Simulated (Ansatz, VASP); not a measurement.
**One calculation of Ba2H, two programs**

```
Ba H
1.0
     7.15264    0.00000    0.00000
    -3.57632    6.19437    0.00000
     0.00000    0.00000    8.66885
Ba H
6 3
Direct
  0.30565 0.35990 0.23655
  0.64010 0.94574 0.90322
  0.05426 0.69435 0.56988
  0.35990 0.30565 0.76345
  0.94574 0.64010 0.09678
  0.69435 0.05426 0.43012
  0.43829 0.00000 0.66667
  0.00000 0.43829 0.33333
  0.56171 0.56171 0.00000
```

Alike in both runs: functional PBE; k mesh 3 × 3 × 2; occupations gaussian, width 0.1 eV; no spin polarisation.

Ansatz relaxed the structure, and its values are those at the end. VASP's run is a single point on that final structure, the one shown.

|  | VASP | Ansatz |
| --- | --- | --- |
| version | VASP 6.6.1 | Ansatz 0.2.0 |
| potentials or method | VASP PAW PBE potentials, release 64 (Ba_sv, H), cutoff 520 eV | scalar-relativistic, plane waves, PAW |
| valence electrons in the cell | 63 | 63 |

VASP gave:

* gap on the k mesh at the Fermi level (eV): none
* pressure (GPa): 0.2
* rms of the force components (eV/Å): 0.033

Task: Which values does Ansatz return?

Result: gap on the k mesh at the Fermi level (eV): none; pressure (GPa): 0.0; rms of the force components (eV/Å): 0.020.

A gap of «none» marks a metal or a gap that the smearing closes. The functional is the same, so the differences come from potentials, cutoffs and numerics.

The k mesh is coarse, so the values compare programs but aren't converged. Neither program's run includes spin-orbit coupling.
